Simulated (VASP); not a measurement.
# Al (Im-3m) in VASP: further runs, part 2 of 2

VASP 6.6.1.

### Step 3. Single point, PBE

INCAR

```
SYSTEM = Al
PREC = Accurate
ENCUT = 520
EDIFF = 1E-6
ISMEAR = -1
SIGMA = 0.1
LREAL = .FALSE.
LASPH = .TRUE.
NELM = 80
ALGO = Normal
ISIF = 2
LWAVE = .FALSE.
LCHARG = .FALSE.
GGA = PE
NBANDS = 8
```

KPOINTS

```
Automatic mesh
0
G
  19 19 19
  0 0 0
```

POSCAR

```
Al
1.0
   -1.4336616483      1.4336616483      1.4336616483
    1.4336616483     -1.4336616483      1.4336616483
    1.4336616483      1.4336616483     -1.4336616483
Al
1
Direct
    0.0000000000      0.0000000000      0.0000000000
```

Potentials or basis: VASP PAW PBE potentials, release 64 (Al).

On the command line:

```sh
$ cat potpaw_PBE.64/Al/POTCAR > POTCAR
$ mpirun -np 1 vasp_std > vasp.out
```

OUTCAR:

```text
SYSTEM = Al
   PREC = Accurate
   ENCUT = 520
   EDIFF = 1E-6
   ISMEAR = -1
   LREAL = .FALSE.
   LASPH = .TRUE.
   NELM = 80
   ISIF = 2
   GGA = PE

 ion  position               nearest neighbor table
   1  0.000  0.000  0.000-

  LATTYP: Found a body centered cubic cell.
 ALAT       =     2.8673232966

  Lattice vectors:

 A1 = (  -1.4336616483,   1.4336616483,   1.4336616483)
 A2 = (   1.4336616483,  -1.4336616483,   1.4336616483)
 A3 = (   1.4336616483,   1.4336616483,  -1.4336616483)

Analysis of symmetry for initial positions (statically):
=====================================================================
 Subroutine PRICEL returns:
 Original cell was already a primitive cell.

 Routine SETGRP: Setting up the symmetry group for a
 body centered cubic supercell.

 Subroutine GETGRP returns: Found 48 space group operations
 (whereof 48 operations were pure point group operations)
 out of a pool of 48 trial point group operations.

The static configuration has the point symmetry O_h .

Analysis of symmetry for dynamics (positions and initial velocities):
=====================================================================
 Subroutine PRICEL returns:
[... 151 lines left out ...]

  energy without entropy =       -3.01398947  energy(sigma->0) =       -3.01948054

 E-fermi :  12.0443     XC(G=0): -11.4880

 val. band max:       12.0256526643   @ k =  -0.3684   0.4211   0.1579
 cond. band min:      12.0680841416   @ k =  -0.3684   0.4737   0.2105
 fundamental gap:      0.0424314772
 Fermi energy:        12.0443442847

 k-point     1 :       0.0000    0.0000    0.0000
  band No.  band energies     occupation
      1      -1.6596      2.00000
      2      27.5312      0.00000
      3      27.5312      0.00000
      4      27.5312      0.00000
      5      31.1928      0.00000
      6      31.1928      0.00000
      7      32.5291      0.00000
      8      32.5291      0.00000
[... 243 lines left out ...]
 k-point    24 :       0.3158    0.1053    0.0000
  band No.  band energies     occupation
      1       3.3773      2.00000
      2      12.2334      0.26236
      3      18.9395      0.00000
      4      22.9488      0.00000
      5      26.4629      0.00000
      6      29.8951      0.00000
      7      33.7244      0.00000
      8      38.2966      0.00000

 [... further k-points ...]
[... 5 lines left out ...]
  --------------------------------------------------------------------------------------
  -------------------------------------------------------------------------------------
  Total        3.9749643      3.9749643      3.9749643     -0.0000000      0.0000000     -0.0000000
  in kB      540.3110208    540.3110208    540.3110208     -0.0000000      0.0000000     -0.0000000
  external PRESSURE =     540.3110208 kB  Pullay stress =       0.0000000 kB

 VOLUME and BASIS-vectors are now :
 -----------------------------------------------------------------------------
  energy-cutoff  :      520.00
  volume of cell :       11.79
      direct lattice vectors                 reciprocal lattice vectors
    -1.433661648  1.433661648  1.433661648     0.000000000  0.348757324  0.348757324
     1.433661648 -1.433661648  1.433661648     0.348757324  0.000000000  0.348757324
     1.433661648  1.433661648 -1.433661648     0.348757324  0.348757324  0.000000000

 POSITION                                       TOTAL-FORCE (eV/Angst)
 -----------------------------------------------------------------------------------
      0.00000      0.00000      0.00000        -0.000000      0.000000      0.000000
 -----------------------------------------------------------------------------------
    total drift:                                0.000000     -0.000000     -0.000000

  FREE ENERGIE OF THE ION-ELECTRON SYSTEM (eV)
  ---------------------------------------------------
  free  energy   TOTEN  =        -3.0249716039 eV

  energy  without entropy=       -3.0139894726  energy(sigma->0) =       -3.01948054
```

OSZICAR:

```text
N       E                     dE             d eps       ncg     rms          rms(c)
DAV:   1    -0.141829981994E+01   -0.14183E+01   -0.93629E+02  3544   0.212E+02
DAV:   2    -0.306384979772E+01   -0.16455E+01   -0.16043E+01  4976   0.216E+01
DAV:   3    -0.307030406201E+01   -0.64543E-02   -0.64520E-02  4296   0.150E+00
DAV:   4    -0.307031960953E+01   -0.15548E-04   -0.15547E-04  5376   0.632E-02
DAV:   5    -0.307031966752E+01   -0.57989E-07   -0.57355E-07  4336   0.221E-03    0.208E+00
DAV:   6    -0.304317543573E+01    0.27144E-01   -0.93725E-04  3968   0.146E-01    0.120E+00
DAV:   7    -0.302499091928E+01    0.18185E-01   -0.33555E-03  4288   0.260E-01    0.254E-01
DAV:   8    -0.302498090712E+01    0.10012E-04   -0.23022E-05  5080   0.302E-02    0.164E-01
DAV:   9    -0.302497149893E+01    0.94082E-05   -0.10787E-06  4056   0.733E-03    0.148E-03
DAV:  10    -0.302497160386E+01   -0.10493E-06   -0.75400E-09  2856   0.656E-04
   1 F= -.30249716E+01 E0= -.30194805E+01  d E =-.109821E-01
```

stdout:

```text
POSCAR found type information on POSCAR Al
 POSCAR found :  1 types and       1 ions
 scaLAPACK will be used
 LDA part: xc-table for (Slater+PW92), standard interpolation
 POSCAR, INCAR and KPOINTS ok, starting setup
 FFT: planning ... GRIDC
 FFT: planning ... GRID_SOFT
 FFT: planning ... GRID
 WAVECAR not read
 entering main loop
```

Run time: 7.1 s. Hardware: 1 thread of Intel Xeon 6975P-C, shared host; peak memory 0.12 GiB.

Results:

```
Free energy : -3.0250 eV
Pressure    : 54.0 GPa
```

### Step 4. Single point, PBE

INCAR

```
SYSTEM = Al
PREC     = Accurate       ! precision mode
ENCUT    = 520            ! plane-wave cutoff, eV
EDIFF    = 1E-7           ! SCF threshold, eV
ISMEAR   = -1             ! smearing method
SIGMA    = 0.1            ! smearing width, eV
LREAL    = .FALSE.        ! projectors in reciprocal space
LASPH    = .TRUE.         ! aspherical terms in the spheres
NELM     = 80             ! most SCF steps
ALGO     = Normal         ! electronic algorithm
ISIF     = 2              ! what is computed and relaxed
LWAVE    = .FALSE.        ! write WAVECAR
LCHARG   = .FALSE.        ! write CHGCAR
GGA      = PE             ! functional
NBANDS   = 8              ! bands
```

KPOINTS is that of step 3.

POSCAR

```
Al
1.0
   -1.4333154994      1.4333154994      1.4333154994
    1.4333154994     -1.4333154994      1.4333154994
    1.4333154994      1.4333154994     -1.4333154994
Al
1
Direct
    0.0000000000      0.0000000000      0.0000000000
```

Potentials or basis: VASP PAW PBE potentials, release 64 (Al).

On the command line:

```sh
$ cat potpaw_PBE.64/Al/POTCAR > POTCAR
$ mpirun -np 1 vasp_std > vasp.out
```

OUTCAR:

```text
SYSTEM = Al
   PREC = Accurate
   ENCUT = 520
   EDIFF = 1E-7
   ISMEAR = -1
   LREAL = .FALSE.
   LASPH = .TRUE.
   NELM = 80
   ISIF = 2
   GGA = PE

 ion  position               nearest neighbor table
   1  0.000  0.000  0.000-

  LATTYP: Found a body centered cubic cell.
 ALAT       =     2.8666309988

  Lattice vectors:

 A1 = (  -1.4333154994,   1.4333154994,   1.4333154994)
 A2 = (   1.4333154994,  -1.4333154994,   1.4333154994)
 A3 = (   1.4333154994,   1.4333154994,  -1.4333154994)

Analysis of symmetry for initial positions (statically):
=====================================================================
 Subroutine PRICEL returns:
 Original cell was already a primitive cell.

 Routine SETGRP: Setting up the symmetry group for a
 body centered cubic supercell.

 Subroutine GETGRP returns: Found 48 space group operations
 (whereof 48 operations were pure point group operations)
 out of a pool of 48 trial point group operations.

The static configuration has the point symmetry O_h .

Analysis of symmetry for dynamics (positions and initial velocities):
=====================================================================
 Subroutine PRICEL returns:
[... 151 lines left out ...]

  energy without entropy =       -3.01111099  energy(sigma->0) =       -3.01659913

 E-fermi :  12.0540     XC(G=0): -11.4909

 val. band max:       12.0353268467   @ k =  -0.3684   0.4211   0.1579
 cond. band min:      12.0773746140   @ k =  -0.3684   0.4737   0.2105
 fundamental gap:      0.0420477673
 Fermi energy:        12.0540426177

 k-point     1 :       0.0000    0.0000    0.0000
  band No.  band energies     occupation
      1      -1.6557      2.00000
      2      27.5462      0.00000
      3      27.5462      0.00000
      4      27.5462      0.00000
      5      31.2093      0.00000
      6      31.2093      0.00000
      7      32.5535      0.00000
      8      32.5535      0.00000
[... 243 lines left out ...]
 k-point    24 :       0.3158    0.1053    0.0000
  band No.  band energies     occupation
      1       3.3835      2.00000
      2      12.2432      0.26215
      3      18.9519      0.00000
      4      22.9652      0.00000
      5      26.4790      0.00000
      6      29.9137      0.00000
      7      33.7447      0.00000
      8      38.3186      0.00000

 [... further k-points ...]
[... 5 lines left out ...]
  --------------------------------------------------------------------------------------
  -------------------------------------------------------------------------------------
  Total        3.9860838      3.9860838      3.9860838     -0.0000000      0.0000000     -0.0000000
  in kB      542.2151257    542.2151257    542.2151257     -0.0000000      0.0000000     -0.0000000
  external PRESSURE =     542.2151257 kB  Pullay stress =       0.0000000 kB

 VOLUME and BASIS-vectors are now :
 -----------------------------------------------------------------------------
  energy-cutoff  :      520.00
  volume of cell :       11.78
      direct lattice vectors                 reciprocal lattice vectors
    -1.433315499  1.433315499  1.433315499     0.000000000  0.348841550  0.348841550
     1.433315499 -1.433315499  1.433315499     0.348841550  0.000000000  0.348841550
     1.433315499  1.433315499 -1.433315499     0.348841550  0.348841550  0.000000000

 POSITION                                       TOTAL-FORCE (eV/Angst)
 -----------------------------------------------------------------------------------
      0.00000      0.00000      0.00000        -0.000000      0.000000      0.000000
 -----------------------------------------------------------------------------------
    total drift:                                0.000000      0.000000      0.000000

  FREE ENERGIE OF THE ION-ELECTRON SYSTEM (eV)
  ---------------------------------------------------
  free  energy   TOTEN  =        -3.0220872742 eV

  energy  without entropy=       -3.0111109854  energy(sigma->0) =       -3.01659913
```

It took 8 s on 1 thread of Intel Xeon 6975P-C, shared host; peak memory 0.12 GiB.

What came out:

| Quantity | Value |
| --- | --- |
| Free energy | -3.0221 eV |
| Pressure | 54.2 GPa |

### Step 5. Relaxation of cell and atoms, PBE, target pressure 54 GPa, at which the enthalpy is minimised

This run uses another cell than the first one, of 11.81 Å³/atom, 1.002 times its volume.

INCAR

```
  PREC = Accurate
  ENCUT = 600
  EDIFF = 1E-6
  ISMEAR = -1
  SIGMA = 0.1
  LREAL = F
  LASPH = T
  NELM = 100
  ALGO = Normal
  ISIF = 3
  LWAVE = F
  LCHARG = F
  GGA = PE
  IBRION = 2
  NSW = 60
  EDIFFG = -0.005
  PSTRESS = 540.0
```

KPOINTS

```
regular mesh
0
Gamma
  19 19 19
```

POSCAR

```
Al
1.0
   -1.4346763963      1.4346763963      1.4346763963
    1.4346763963     -1.4346763963      1.4346763963
    1.4346763963      1.4346763963     -1.4346763963
Al
1
Direct
    0.0000000000      0.0000000000      0.0000000000
```

On the command line:

```sh
$ cat potpaw_PBE.64/Al/POTCAR > POTCAR
$ mpirun -np 1 vasp_std > vasp.out
```

It took 12 s on 1 thread of Intel Xeon Platinum 8559C (Emerald Rapids), shared host; peak memory 0.13 GiB.

The run converged. Its results:

* Free energy: -3.0256 eV
* Relaxed volume: 11.79 Å³/atom
* Relaxed cell: a = 2.483 Å, b = 2.483 Å, c = 2.483 Å, α = 109.47°, β = 109.47°, γ = 109.47°
* Space group after relaxing (to 0.05 Å): Im-3m (No. 229)
* Energy change on relaxing (the enthalpy is what falls): +8.0 meV/atom
* Ionic steps: 3
* Pressure after relaxing: 54.0 GPa

Step by step:
```tsv
step	energy change (eV)	largest force (eV/Å)	pressure (GPa)	volume (Å³)
1	0.0000	0.0000	53.47	11.81
2	0.0224	0.0000	54.95	11.75
3	0.0080	0.0000	54.00	11.79
```

Final structure:
```xyz
1
Lattice="-1.4337 1.4337 1.4337 1.4337 -1.4337 1.4337 1.4337 1.4337 -1.4337" Properties=species:S:1:pos:R:3 pbc="T T T"
Al    0.0000    0.0000    0.0000
```

Levels at points of the mesh, in eV from the Fermi level:
```tsv
k point	band 1	band 2	band 3	band 4
(0.00, 0.00, 0.00)	-13.70	15.49	15.49	15.49
```

Caveat: the cell is relaxed towards a set pressure, so the enthalpy falls and the energy may rise.

### Step 6. Relaxation of cell and atoms, PBE, target pressure 54 GPa, at which the enthalpy is minimised

INCAR

```
PREC = Accurate
ENCUT = 600
EDIFF = 1E-7
ISMEAR = -1
SIGMA = 0.1
LREAL = F
LASPH = T
NELM = 80
ALGO = Normal
ISIF = 3
LWAVE = F
LCHARG = F
GGA = PE
IBRION = 2
NSW = 32
EDIFFG = -0.005
PSTRESS = 540.0
```

KPOINTS is that of step 5.

POSCAR

```
Al
1.0
   -1.4336616483      1.4336616483      1.4336616483
    1.4336616483     -1.4336616483      1.4336616483
    1.4336616483      1.4336616483     -1.4336616483
Al
1
Direct
    0.0000000000      0.0000000000      0.0000000000
```

Potentials or basis: VASP PAW PBE potentials, release 64 (Al).

On the command line:

```sh
$ cat potpaw_PBE.64/Al/POTCAR > POTCAR
$ mpirun -np 1 vasp_std > vasp.out
```

Wall time 7.4 s (1 thread of Intel Xeon Platinum 8559C (Emerald Rapids), shared host); peak memory 0.13 GiB.

Results (log left out):

- Free energy: -3.0252 eV
- Pressure after relaxing: 54.0 GPa

Final structure:
```cif
data_structure
_symmetry_space_group_name_H-M 'P 1'
_symmetry_Int_Tables_number 1
_cell_length_a 2.4832
_cell_length_b 2.4832
_cell_length_c 2.4832
_cell_angle_alpha 109.471
_cell_angle_beta 109.471
_cell_angle_gamma 109.471
_cell_volume 11.79
loop_
_atom_site_label
_atom_site_type_symbol
_atom_site_fract_x
_atom_site_fract_y
_atom_site_fract_z
_atom_site_occupancy
Al1 Al 0.00000 0.00000 0.00000 1
```

Levels at points of the mesh, in eV from the Fermi level:
```csv
k point,band 1,band 2,band 3,band 4,band 5
"(0.00, 0.00, 0.00)",-13.70,15.49,15.49,15.49,19.15
```

Caveat: the relaxation stopped at its first step, so nothing moved; the cell is relaxed towards a set pressure, so the enthalpy falls and the energy may rise.

### Step 7. Summary

```tsv
task	cell	cutoff (eV)	gap on the mesh (eV)	pressure (GPa)
relaxation of cell and atoms	relaxed to 54 GPa from a = 2.483 Å, angles 109.5°, 1 atom	600	none	54.0
single point	a = 2.483 Å, angles 109.5°, 1 atom	520	none	54.2
relaxation of cell and atoms	relaxed to 54 GPa from a = 2.485 Å, angles 109.5°, 1 atom	600	none	54.0
```

Alike in all rows: level PBE; potentials or basis VASP PAW PBE potentials, release 64 (Al); no spin polarisation; k mesh 19 × 19 × 19; smearing fermi-dirac 0.1 eV.

Caveats: the cell is relaxed towards a set pressure, so the enthalpy falls and the energy may rise (some runs); the relaxation stopped at its first step, so nothing moved (some runs).

Absolute energies hang on the potentials; compare differences alone.
